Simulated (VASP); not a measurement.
# Ge: single point with LDA

Ge:

```xyz
2
Lattice="0.0000 2.8107 2.8107 2.8107 0.0000 2.8107 2.8107 2.8107 0.0000" Properties=species:S:1:pos:R:3 pbc="T T T"
Ge    2.7451    2.8107    2.8107
Ge    4.2817    4.2161    4.2161
```

This cell differs from its parent crystal: mode 4 frozen in at -0.066 Å and mode 5 at +0.000 Å (largest displacements).

```yaml
Program: VASP 6.6.1
Task: single point
Functional: LDA
Potentials_or_basis: VASP PAW LDA potentials, release 64 (Ge_d)
Cutoff: 520 eV
k_mesh: 14 × 14 × 14
Occupations: gaussian, width 0.15 eV
Spin: no spin polarisation
```

- Pressure: 0.8 GPa
- Largest force: 1.458 eV/Å
- Band gap on the k mesh: zero (band 14 reaches 5.38 eV, above the bottom of band 15 at 4.83 eV)

Forces on the atoms (eV/Å):
```
Ge   1.458  0.000  0.000
Ge  -1.458  0.000  0.000
```

Stress tensor (GPa, compression positive):
```
 0.24  0.00  0.00
 0.00  1.02 -4.26
 0.00 -4.26  1.02
```

Levels at points of the mesh, in eV from the Fermi level:
```csv
k point,band 12,band 13,band 14,band 15,band 16,band 17
"(0.00, 0.00, 0.00)",-0.80,-0.15,-0.13,0.44,1.89,2.31
"(0.50, 0.00, 0.00)",-7.53,-2.00,-1.29,-0.25,2.98,3.91
"(0.00, 0.50, 0.00)",-8.29,-1.86,-1.26,0.13,3.19,4.12
"(0.50, 0.50, 0.00)",-9.21,-3.29,-3.29,0.44,0.44,9.43
"(0.00, 0.50, 0.50)",-8.70,-3.53,-3.15,0.08,0.83,9.10
```

It took 7.9 min on 1 thread of AMD EPYC 7R13 Processor (Zen 3), on a shared host, peak memory 0.36 GiB.

Caveat: the cell differs from its parent crystal (mode 4 frozen in at -0.066 Å and mode 5 at +0.000 Å (largest displacements)); forces of over 1 eV/Å act on the atoms, so gaps and moduli don't describe the material at rest.
